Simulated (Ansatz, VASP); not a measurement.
# RbY2 in VASP and in Ansatz

```xyz
3
Lattice="5.2362 0.0000 0.0000 -2.6181 4.5347 0.0000 0.0000 0.0000 3.6829" Properties=species:S:1:pos:R:3 pbc="T T T"
Rb    0.0000    0.0000    0.0000
Y     0.0000    3.0231    1.8415
Y     2.6181    1.5116    1.8415
```

Alike in both runs: task relaxation of cell and atoms; functional PBE; k mesh 6 × 6 × 6; occupations gaussian, width 0.1 eV; no spin polarisation.

|  | VASP | Ansatz |
| --- | --- | --- |
| version | VASP 6.6.1 | Ansatz 0.2.0 |
| potentials or method | VASP PAW PBE potentials, release 64 (Rb_sv, Y_sv), cutoff 600 eV | scalar-relativistic, plane waves, PAW |
| valence electrons in the cell | 31 | 31 |

|  | VASP | Ansatz | Ansatz less VASP |
| --- | --- | --- | --- |
| gap on the k mesh at the Fermi level, each at its own relaxed structure (eV) | none | none | - |
| relaxed volume (Å³/atom) | 41.25 | 40.95 | -0.303 |
| relaxed length of the cell vector where the two differ most in proportion (Å) | 6.442 | 6.423 | -0.0187 |

A gap of «none» marks a metal or a gap that the smearing closes.

Noted on VASP's run: the volume moved by over 15 % at a fixed basis, so the end points are rough.
